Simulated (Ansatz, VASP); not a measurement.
Ru: VASP beside Ansatz

File INCAR:

```
SYSTEM = Ru
  ALGO = Normal
  EDIFF = 1E-6
  ENCUT = 500
  GGA = PE
  GGA_COMPAT = .FALSE.
  ISIF = 2
  ISMEAR = 0
  LASPH = .TRUE.
  LCHARG = .FALSE.
  LREAL = .FALSE.
  LWAVE = .FALSE.
  NBANDS = 21
  NELM = 120
  PREC = Accurate
  SIGMA = 0.15
```

The input KPOINTS:

```
k-points
0
G
  24 24 12
  0 0 0
```

Contents of POSCAR:

```
Ru
1.0
    2.7463863242      0.0000000000      0.0000000000
   -1.3731931621      2.3784403254      0.0000000000
    0.0000000000      0.0000000000      4.2819000000
Ru
2
Direct
    0.3333333333      0.6666666667      0.2500000000
    0.6666666667      0.3333333333      0.7500000000
```

Input for Ansatz:

```yaml
crystal:
  lattice:
    - [2.7463863242, 0.0, 0.0]
    - [-1.3731931621, 2.3784403254, 0.0]
    - [0.0, 0.0, 4.2819]
  atoms:
    - { symbol: Ru, position: [0.3333333333, 0.6666666667, 0.25] }
    - { symbol: Ru, position: [0.6666666667, 0.3333333333, 0.75] }
basis:
  ecutwfc: 420
kpoints:
  mp_grid: { grid: [24, 24, 12] }
hamiltonian:
  xc: pbe
scf:
  occupations: { method: gaussian, width: 0.15 }
output:
  forces: true
  stress: true
  eigenvalues: true
```

Change from the starting cell: strain +0.015 along x and y, +0.000 along z, atoms carried along.

Alike in both runs: task single point; functional PBE; k mesh 24 × 24 × 12; occupations gaussian, width 0.15 eV; no spin polarisation.

|  | VASP | Ansatz |
| --- | --- | --- |
| version | VASP 6.6.1 | Ansatz 0.2.0 |
| potentials or method | VASP PAW PBE potentials, release 64 (Ru_pv), cutoff 500 eV | scalar-relativistic, plane waves, PAW |
| valence electrons in the cell | 28 | 32 |

VASP gave:

| Quantity | Value |
| --- | --- |
| gap on the k mesh at the Fermi level (eV) | none |
| pressure (GPa) | -4.6 |
| traceless stress, the component that is largest in VASP (GPa) | 2.96 |

Question: What did Ansatz give for the same quantities?

Answer: gap on the k mesh at the Fermi level (eV): none; pressure (GPa): -4.5; traceless stress, the component that is largest in VASP (GPa): 2.96.

A gap of «none» marks a metal or a gap that the smearing closes. VASP's potentials hold 28 valence electrons a cell and Ansatz's 32, so a difference there can come from the potentials and not from the codes.
